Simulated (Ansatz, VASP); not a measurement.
# ScAl3 in VASP and in Ansatz

```
CELL_PARAMETERS angstrom
4.14598 0.00000 0.00000
0.00000 4.14598 0.00000
0.00000 0.00000 4.14598
ATOMIC_POSITIONS crystal
Sc 0.00000 0.00000 0.00000
Al 0.50000 0.00000 0.50000
Al 0.00000 0.50000 0.50000
Al 0.50000 0.50000 0.00000
```

Alike in both runs: task single point; functional PBE; k mesh 10 × 10 × 10; occupations gaussian, width 0.1 eV; no spin polarisation.

```csv
,VASP,Ansatz
version,VASP 6.6.1,Ansatz 0.2.0
potentials or method,"VASP PAW PBE potentials, release 64 (Sc_sv, Al), cutoff 520 eV","scalar-relativistic, plane waves, PAW"
valence electrons in the cell,20,20
```

|  | VASP | Ansatz | Ansatz less VASP |
| --- | --- | --- | --- |
| gap on the k mesh at the Fermi level (eV) | none | none | - |
| pressure (GPa) | -2.4 | -2.4 | 0.00 |

A gap of «none» marks a metal or a gap that the smearing closes.
